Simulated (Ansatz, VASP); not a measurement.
GaSb: VASP beside Ansatz

The input INCAR:

```
SYSTEM = GaSb
  PREC = Accurate
  ENCUT = 500
  EDIFF = 1E-6
  ISMEAR = -1
  SIGMA = 0.02
  LREAL = .False.
  LASPH = .True.
  NELM = 120
  ALGO = Normal
  ISIF = 2
  LWAVE = .False.
  LCHARG = .True.
  GGA = PE
  LELF = .True.
  LVHAR = .True.
  NBANDS = 21
  GGA_COMPAT = .False.
```

KPOINTS

```
regular mesh
0
Gamma
  8 8 8
  0 0 0
```

File POSCAR:

```
GaSb
1.0
    0.0000000000      3.1885139498      2.9615254104
    3.1885139498      0.0000000000      2.9615254104
    3.1885139498      3.1885139498      0.0000000000
Ga Sb
1 1
Direct
    0.0000000000      0.0000000000      0.0000000000
    0.2500000000      0.2500000000      0.2500000000
```

Input for Ansatz:

```yaml
crystal:
  lattice:
    - [0.0, 3.1885139498, 2.9615254104]
    - [3.1885139498, 0.0, 2.9615254104]
    - [3.1885139498, 3.1885139498, 0.0]
  atoms:
    - { symbol: Ga, position: [0.0, 0.0, 0.0] }
    - { symbol: Sb, position: [0.25, 0.25, 0.25] }
kpoints:
  mp_grid: { grid: [8, 8, 8] }
  band_path:
    path:
      - [0.0, 0.0, 0.0]
      - [-0.5, -0.5, 0.0]
      - [-0.375, -0.375, 0.25]
      - [-0.375, 0.0, 0.375]
      - [0.0, 0.0, 0.5]
      - [-0.5, -0.25, 0.25]
      - [-0.027181, 0.0, -0.027181]
    npoints: 1
hamiltonian:
  xc: pbe
scf:
  occupations: { method: fermi_dirac, width: 0.02 }
  n_extra_bands: 4
output:
  forces: true
  stress: true
  eigenvalues: true
```

Change from the starting cell: epitaxial_xy strain +4.0%.

Alike in both runs: task single point; functional PBE; k mesh 8 × 8 × 8; occupations fermi-dirac, width 0.02 eV; no spin polarisation.

|  | VASP | Ansatz |
| --- | --- | --- |
| version | VASP 6.6.1 | Ansatz 0.2.0 |
| potentials or method | VASP PAW PBE potentials, release 64 (Ga_d, Sb_d_GW) | plane waves, PAW |
| plane-wave cutoff (eV) | 500 | 420 |
| valence electrons in the cell | 28 | 28 |

|  | VASP | Ansatz | Ansatz less VASP |
| --- | --- | --- | --- |
| pressure (GPa) | -0.2 | -0.2 | -0.01 |
| traceless stress, the component that is largest in VASP (GPa) | 1.77 | 1.77 | +0.002 |

The functional is the same, so the differences come from potentials, cutoffs and numerics.

Neither program's run includes spin-orbit coupling.
